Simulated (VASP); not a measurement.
# Ta2Ga (Fd-3m) in VASP: further runs

The runs below take Ta2Ga through single point, relaxation of cell and atoms, with r2SCAN.

Program: VASP 6.6.1. These are calculated values, not measurements. Logs are shortened: lines on timing, memory, paths and dates and some standing lists are left out, and cuts for length are marked.

## Step 1: The cell of the first run

The structure is cubic, space group Fd-3m (No. 227). Conventional cell: a = 7.692 Å, b = 7.692 Å, c = 7.692 Å, α = 90.00°, β = 90.00°, γ = 90.00°. Within 3.6 Å of Ta (site symmetry -3m) lie 6 Ta at 2.72 Å and 6 Ga at 3.19 Å. Ga (site symmetry -43m) has 12 Ta at 3.19 Å and 4 Ga at 3.33 Å within 4.2 Å.

## Step 2: Single point, r2SCAN

POSCAR

```
Ta2Ga
1.0
    0.0000000000      3.8459113620      3.8459113620
    3.8459113620      0.0000000000      3.8459113620
    3.8459113620      3.8459113620      0.0000000000
Ta Ga
4 2
Direct
    0.6250000000      0.6250000000      0.6250000000
    0.1250000000      0.6250000000      0.6250000000
    0.6250000000      0.6250000000      0.1250000000
    0.6250000000      0.1250000000      0.6250000000
    0.0000000000      0.0000000000      0.0000000000
    0.2500000000      0.2500000000      0.2500000000
```

INCAR.step1

```
SYSTEM = Ta2Ga
  PREC = Accurate
  ENCUT = 520
  ISMEAR = 0
  SIGMA = 0.1
  LREAL = .FALSE.
  LASPH = .TRUE.
  NELM = 80
  NBANDS = 44
  GGA = PE
  ALGO = Normal
  EDIFF = 1E-4
  LWAVE = .TRUE.
  LCHARG = .FALSE.
```

INCAR.step2

```
SYSTEM = Ta2Ga
  PREC = Accurate
  ENCUT = 520
  EDIFF = 1E-7
  ISMEAR = 0
  SIGMA = 0.1
  LREAL = .FALSE.
  LASPH = .TRUE.
  NELM = 80
  ALGO = Normal
  ISIF = 2
  LWAVE = .FALSE.
  LCHARG = .FALSE.
  METAGGA = R2SCAN
  LMIXTAU = .TRUE.
  NBANDS = 44
  ISTART = 1
```

KPOINTS

```
Automatic mesh
0
G
  4 4 4
  0 0 0
```

Potentials or basis: VASP PAW PBE potentials, release 64 (Ta_pv, Ga_d).

Run with:

```sh
$ cat potpaw_PBE.64/Ta_pv/POTCAR potpaw_PBE.64/Ga_d/POTCAR > POTCAR
$ cp INCAR.step1 INCAR
$ mpirun -np 1 vasp_std > vasp.out
$ cp INCAR.step2 INCAR
$ mpirun -np 1 vasp_std > vasp.out
```

OUTCAR:

```text
SYSTEM = Ta2Ga
   PREC = Accurate
   ENCUT = 520
   EDIFF = 1E-7
   ISMEAR = 0
   LREAL = .FALSE.
   LASPH = .TRUE.
   NELM = 80
   ISIF = 2
   METAGGA = R2SCAN
   ISTART = 1

 ion  position               nearest neighbor table
   1  0.625  0.625  0.625-   2 2.72   3 2.72   4 2.72   3 2.72   4 2.72   2 2.72   6 3.19   5 3.19
                             6 3.19   5 3.19   6 3.19   5 3.19
   2  0.125  0.625  0.625-   1 2.72   3 2.72   4 2.72   1 2.72   3 2.72   4 2.72   5 3.19   6 3.19
                             5 3.19   5 3.19   6 3.19   6 3.19
   3  0.625  0.625  0.125-   1 2.72   1 2.72   2 2.72   4 2.72   4 2.72   2 2.72   6 3.19   5 3.19
                             6 3.19   5 3.19   6 3.19   5 3.19
   4  0.625  0.125  0.625-   1 2.72   3 2.72   1 2.72   2 2.72   3 2.72   2 2.72   5 3.19   6 3.19
                             5 3.19   6 3.19   6 3.19   5 3.19
   5  0.000  0.000  0.000-   1 3.19   3 3.19   4 3.19   1 3.19   2 3.19   3 3.19   1 3.19   2 3.19
                             4 3.19   2 3.19   3 3.19   4 3.19
   6  0.250  0.250  0.250-   2 3.19   3 3.19   4 3.19   1 3.19   2 3.19   4 3.19   1 3.19   2 3.19
                             3 3.19   1 3.19   3 3.19   4 3.19

  LATTYP: Found a face centered cubic cell.
 ALAT       =     7.6918227240

  Lattice vectors:

 A1 = (   0.0000000000,   3.8459113620,   3.8459113620)
 A2 = (   3.8459113620,   0.0000000000,   3.8459113620)
 A3 = (   3.8459113620,   3.8459113620,   0.0000000000)

Analysis of symmetry for initial positions (statically):
=====================================================================
 Subroutine PRICEL returns:
 Original cell was already a primitive cell.

 Routine SETGRP: Setting up the symmetry group for a
 face centered cubic supercell.

 Subroutine GETGRP returns: Found 48 space group operations
 (whereof 24 operations were pure point group operations)
 out of a pool of 48 trial point group operations.

The static configuration has the point symmetry T_d .
 The point group associated with its full space group is O_h .

Analysis of symmetry for dynamics (positions and initial velocities):
=====================================================================
 Subroutine PRICEL returns:
 Original cell was already a primitive cell.

 Routine SETGRP: Setting up the symmetry group for a
 face centered cubic supercell.

 Subroutine GETGRP returns: Found 48 space group operations
 (whereof 24 operations were pure point group operations)
 out of a pool of 48 trial point group operations.

The dynamic configuration has the point symmetry T_d .
 The point group associated with its full space group is O_h .

 Subroutine INISYM returns: Found 48 space group operations
 (whereof 24 operations are pure point group operations),
 and found     1 'primitive' translations

----------------------------------------------------------------------------------------

                                     Primitive cell

  volume of cell :     113.7700

  direct lattice vectors                    reciprocal lattice vectors
     0.000000000  3.845911362  3.845911362    -0.130008196  0.130008196  0.130008196
     3.845911362  0.000000000  3.845911362     0.130008196 -0.130008196  0.130008196
     3.845911362  3.845911362  0.000000000     0.130008196  0.130008196 -0.130008196

  length of vectors
     5.438940008  5.438940008  5.438940008     0.225180802  0.225180802  0.225180802

  position of ions in fractional coordinates (direct lattice)
     0.625000000  0.625000000  0.625000000
     0.125000000  0.625000000  0.625000000
     0.625000000  0.625000000  0.125000000
     0.625000000  0.125000000  0.625000000
     0.000000000  0.000000000  0.000000000
     0.250000000  0.250000000  0.250000000

  ion indices of the primitive-cell ions
   primitive index   ion index
                 1           1
                 2           2
                 3           3
                 4           4
                 5           5
                 6           6

----------------------------------------------------------------------------------------

 KPOINTS: Automatic mesh

Automatic generation of k-mesh.
 Grid dimensions read from file:
 generate k-points for:    4    4    4

 Generating k-lattice:

  Cartesian coordinates                     Fractional coordinates (reciprocal lattice)
    -0.032502049  0.032502049  0.032502049     0.250000000  0.000000000  0.000000000
     0.032502049 -0.032502049  0.032502049     0.000000000  0.250000000  0.000000000
     0.032502049  0.032502049 -0.032502049     0.000000000  0.000000000  0.250000000

  Length of vectors
     0.056295200  0.056295200  0.056295200

  Shift w.r.t. Gamma in fractional coordinates (k-lattice)
     0.000000000  0.000000000  0.000000000

 Subroutine IBZKPT returns following result:
 ===========================================

 Found      8 irreducible k-points:

 Following reciprocal coordinates:
            Coordinates               Weight
  0.000000  0.000000  0.000000      1.000000
  0.250000  0.000000  0.000000      8.000000
  0.500000  0.000000  0.000000      4.000000
  0.250000  0.250000  0.000000      6.000000
  0.500000  0.250000  0.000000     24.000000
 -0.250000  0.250000  0.000000     12.000000
  0.500000  0.500000  0.000000      3.000000
 -0.250000  0.500000  0.250000      6.000000
   k-points           NKPTS =      8   k-points in BZ     NKDIM =      8   number of bands    NBANDS=     44
   number of dos      NEDOS =    301   number of ions     NIONS =      6
   total plane-waves  NPLWV =  64000
   dimension x,y,z NGX =    40 NGY =   40 NGZ =   40
   dimension x,y,z NGXF=    80 NGYF=   80 NGZF=   80
   ions per type =               4   2
   NGX,Y,Z   is equivalent  to a cutoff of  12.23, 12.23, 12.23 a.u.
   NGXF,Y,Z  is equivalent  to a cutoff of  24.45, 24.45, 24.45 a.u.
 SYSTEM =  Ta2Ga
   PREC   = accura    normal or accurate (medium, high low for compatibility)
   ISTART =      1    job   : 0-new  1-cont  2-samecut
   ICHARG =      0    charge: 1-file 2-atom 10-const
   ISPIN  =      1    spin polarized calculation?
   LNONCOLLINEAR =      F non collinear calculations
   LSORBIT =      F    spin-orbit coupling
   LASPH  =      T    aspherical Exc in radial PAW
   ENCUT  =  520.0 eV  38.22 Ry    6.18 a.u.  10.11 10.11 10.11*2*pi/ulx,y,z
   NELM   =     80;   NELMIN=  2; NELMDL=  0     # of ELM steps
   EDIFF  = 0.1E-06   stopping-criterion for ELM
   LREAL  =      F    real-space projection
   EDIFFG = 0.1E-05   stopping-criterion for IOM
   NSW    =      0    number of steps for IOM
   IBRION =     -1    ionic relax: 0-MD 1-quasi-New 2-CG
   NFREE  =      0    steps in history (QN), initial steepest desc. (CG)
   ISIF   =      2    stress and relaxation
   ISYM   =      2    0-nonsym 1-usesym 2-fastsym
   POTIM  = 0.5000    time-step for ionic-motion
   TEBEG  =    0.0;   TEEND  =   0.0 temperature during run
   PSTRESS=    0.0 pullay stress
   NELECT =      70.0000    total number of electrons
   NUPDOWN=      -1.0000    fix difference up-down
   EMIN   =  10.00;   EMAX   =-10.00  energy-range for DOS
   EFERMI =   0.00;   METHOD = LEGACY
   ISMEAR =     0;   SIGMA  =   0.10  broadening in eV -4-tet -1-fermi 0-gaus
   EFERMI_NEDOS =   21; number of points for ismear=-14 and -15
   IALGO  =     38    algorithm
   IMIX   =      4    mixing-type and parameters
     AMIX     =   0.40;   BMIX     =  1.00
     AMIX_MAG =   1.60;   BMIX_MAG =  1.00
  volume/ion in A,a.u.               =      18.96       127.96
  Fermi-wavevector in a.u.,A,eV,Ry     =   1.392403  2.631260 26.378781  1.938786
  Thomas-Fermi vector in A             =   2.516149
   LORBIT       =      0    0 simple, 1 ext, 2 COOP (PROOUT), +10 PAW based schemes
   METAGGA = R2SCAN    functional components
   LHFCALC =     F    Hartree Fock is set to
   AEXX    =    0.0000 exact exchange contribution
   IVDW    =     0    specifies the selected vdW correction
   LEPSILON=     F    determine dielectric tensor
   LRPA    =     F    only Hartree local field effects (RPA)
 non-spin polarized calculation
 Gauss-broadening in eV      SIGMA  =   0.10
  energy-cutoff  :      520.00
  volume of cell :      113.77
 maximum number of plane-waves:      3119
   NGX = 21   NGY = 21   NGZ = 21

 number of electron      70.0000002 magnetization

 Free energy of the ion-electron system (eV)
  ---------------------------------------------------
  ext. energy  EPLUGINS =         0.00000000
  ---------------------------------------------------
  free energy    TOTEN  =      -214.09810336 eV

  energy without entropy =     -214.07406920  energy(sigma->0) =     -214.08608628

 E-fermi :   5.2878     XC(G=0): -12.9536

 val. band max:        5.2509155418   @ k =   0.2500   0.0000   0.0000
 cond. band min:       5.2881280142   @ k =   0.2500   0.2500   0.0000
 fundamental gap:      0.0372124724
 Fermi energy:         5.2877696297

 k-point     1 :       0.0000    0.0000    0.0000
  band No.  band energies     occupation
      1     -31.2097      2.00000
      2     -30.5257      2.00000
      3     -30.5257      2.00000
      4     -30.5257      2.00000
      5     -30.3084      2.00000
      6     -30.3084      2.00000
[... 36 lines left out ...]
     43       9.1045      0.00000
     44       9.5303      0.00000

 k-point     2 :       0.2500    0.0000    0.0000
  band No.  band energies     occupation
      1     -31.0492      2.00000
      2     -30.4601      2.00000
      3     -30.4601      2.00000
      4     -30.4581      2.00000
      5     -30.2515      2.00000
      6     -30.2515      2.00000
[... 36 lines left out ...]
     43       9.1347      0.00000
     44       9.2705      0.00000

 k-point     3 :       0.5000    0.0000    0.0000
  band No.  band energies     occupation
      1     -30.8905      2.00000
      2     -30.4193      2.00000
      3     -30.4193      2.00000
      4     -30.1788      2.00000
      5     -30.0390      2.00000
      6     -30.0390      2.00000
[... 36 lines left out ...]
     43       8.9420      0.00000
     44       9.0757      0.00000

 k-point     4 :       0.2500    0.2500    0.0000
  band No.  band energies     occupation
      1     -30.9743      2.00000
      2     -30.5235      2.00000
      3     -30.3840      2.00000
      4     -30.3840      2.00000
      5     -30.2981      2.00000
      6     -30.2080      2.00000
[... 36 lines left out ...]
     43       9.3862      0.00000
     44       9.6075      0.00000

 k-point     5 :       0.5000    0.2500    0.0000
  band No.  band energies     occupation
      1     -30.7468      2.00000
      2     -30.4360      2.00000
      3     -30.3290      2.00000
      4     -30.3021      2.00000
      5     -30.0913      2.00000
      6     -30.0355      2.00000
[... 36 lines left out ...]
     43       8.8658      0.00000
     44       8.9111      0.00000

 k-point     6 :      -0.2500    0.2500    0.0000
  band No.  band energies     occupation
      1     -30.8387      2.00000
      2     -30.4204      2.00000
      3     -30.3683      2.00000
      4     -30.3367      2.00000
      5     -30.2509      2.00000
      6     -30.0262      2.00000
[... 36 lines left out ...]
     43       8.7843      0.00000
     44       9.2382      0.00000

 k-point     7 :       0.5000    0.5000    0.0000
  band No.  band energies     occupation
      1     -30.5801      2.00000
      2     -30.5801      2.00000
      3     -30.1175      2.00000
      4     -30.1175      2.00000
      5     -30.0624      2.00000
      6     -30.0624      2.00000
[... 36 lines left out ...]
     43       9.1260      0.00000
     44       9.1261      0.00000

 k-point     8 :      -0.2500    0.5000    0.2500
  band No.  band energies     occupation
      1     -30.5038      2.00000
      2     -30.5038      2.00000
      3     -30.3205      2.00000
      4     -30.3205      2.00000
      5     -30.0271      2.00000
      6     -30.0271      2.00000
[... 36 lines left out ...]
     43       8.8737      0.00000
     44       8.8737      0.00000

------------------------ aborting loop because EDIFF is reached ----------------------------------------

  FORCE on cell =-STRESS in cart. coord.  units (eV):
  Direction    XX          YY          ZZ          XY          YZ          ZX
  --------------------------------------------------------------------------------------
  -------------------------------------------------------------------------------------
  Total        0.3428881      0.3428881      0.3428881      0.0000000      0.0000000      0.0000000
  in kB        4.8287558      4.8287558      4.8287558      0.0000000      0.0000000      0.0000000
  external PRESSURE =       4.8287558 kB  Pullay stress =       0.0000000 kB

 VOLUME and BASIS-vectors are now :
 -----------------------------------------------------------------------------
  energy-cutoff  :      520.00
  volume of cell :      113.77
      direct lattice vectors                 reciprocal lattice vectors
     0.000000000  3.845911362  3.845911362    -0.130008196  0.130008196  0.130008196
     3.845911362  0.000000000  3.845911362     0.130008196 -0.130008196  0.130008196
     3.845911362  3.845911362  0.000000000     0.130008196  0.130008196 -0.130008196

 POSITION                                       TOTAL-FORCE (eV/Angst)
 -----------------------------------------------------------------------------------
      4.80739      4.80739      4.80739        -0.000000      0.000000      0.000000
      4.80739      2.88443      2.88443        -0.000000      0.000000      0.000000
      2.88443      2.88443      4.80739        -0.000000      0.000000      0.000000
      2.88443      4.80739      2.88443        -0.000000      0.000000      0.000000
      0.00000      0.00000      0.00000         0.000000      0.000000      0.000000
      1.92296      1.92296      1.92296        -0.000000     -0.000000     -0.000000
 -----------------------------------------------------------------------------------
    total drift:                                0.000000      0.000000      0.000000

  FREE ENERGIE OF THE ION-ELECTRON SYSTEM (eV)
  ---------------------------------------------------
  free  energy   TOTEN  =      -214.0981033598 eV

  energy  without entropy=     -214.0740691991  energy(sigma->0) =     -214.08608628
```

Wall time 2.2 min (1 thread of Intel Xeon Platinum 8488C (Sapphire Rapids), shared host); peak memory 0.28 GiB.

Results:

| Property | Result |
| --- | --- |
| Free energy | -214.0981 eV |
| Pressure | 0.5 GPa |
| Band gap on the k mesh | zero (bands 35 and 36 overlap by 0.50 eV) |

Caveat: the PAW data sets were made with another functional, which shifts forces and pressure a little; spin-orbit coupling is left out, which moves the levels of the heavy elements.

[end of part 1 of 2]
